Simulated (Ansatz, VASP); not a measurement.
NbRu in VASP and in Ansatz

```xyz
2
Lattice="3.2477 0.0000 0.0000 0.0000 3.2477 0.0000 0.0000 0.0000 3.1840" Properties=species:S:1:pos:R:3 pbc="T T T"
Nb    0.0000    0.0000    0.0000
Ru    1.6238    1.6238    1.5920
```

Change from the starting cell: equal xx and yy strain of +2 %.

Alike in both runs: task single point; functional PBEsol; k mesh 11 × 11 × 11; occupations fermi-dirac, width 0.03 eV; no spin polarisation.

|  | VASP | Ansatz |
| --- | --- | --- |
| version | VASP 6.6.1 | Ansatz 0.2.0 |
| potentials or method | VASP PAW PBE potentials, release 64 (Nb_sv, Ru_pv), cutoff 520 eV | all-electron LAPW, scalar-relativistic |

|  | VASP | Ansatz | Ansatz less VASP |
| --- | --- | --- | --- |
| pressure (GPa) | -17.7 | -17.5 | +0.22 |
| traceless stress, the component that is largest in VASP (GPa) | -0.42 | -0.41 | +0.017 |

VASP's potentials were made for PBE, not for PBEsol. Ansatz ran all-electron here, and VASP with PAW potentials.
